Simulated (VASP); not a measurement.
A run of VASP 6.6.1:

File INCAR:

```
SYSTEM = CaSe
ALGO = Normal
EDIFF = 1E-7
ENCUT = 520
ISIF = 2
ISMEAR = 0
LASPH = .True.
LCHARG = .False.
LREAL = .False.
LWAVE = .False.
NBANDS = 15
NELM = 60
PREC = Accurate
SIGMA = 0.05
```

KPOINTS

```
k-points
0
Gamma
  8 8 8
  0 0 0
```

File POSCAR:

```
CaSe
1.0
    0.0073900000      2.9560000000      2.9560000000
    2.9633900000      0.0000000000      2.9633900000
    2.9560000000      2.9560000000      0.0073900000
Ca Se
1 1
Direct
    0.0000000000      0.0000000000      0.0000000000
    0.5000000000      0.5000000000      0.5000000000
```

Potentials or basis: VASP PAW LDA potentials, release 64 (Ca_sv, Se).

Command:

```console
$ cat potpaw_LDA.64/Ca_sv/POTCAR potpaw_LDA.64/Se/POTCAR > POTCAR
$ mpirun -np 1 vasp_std > vasp.out
```

Hardware: 1 thread of Intel(R) Xeon(R) 6975P-C (Granite Rapids), on a shared host.

**Question.** Estimate the wall time of this run.

**Answer.** Wall time 20 s on 1 thread of Intel(R) Xeon(R) 6975P-C (Granite Rapids), with other jobs on the host, peak memory 0.21 GiB. Counts: scf iterations 13, k points 95.
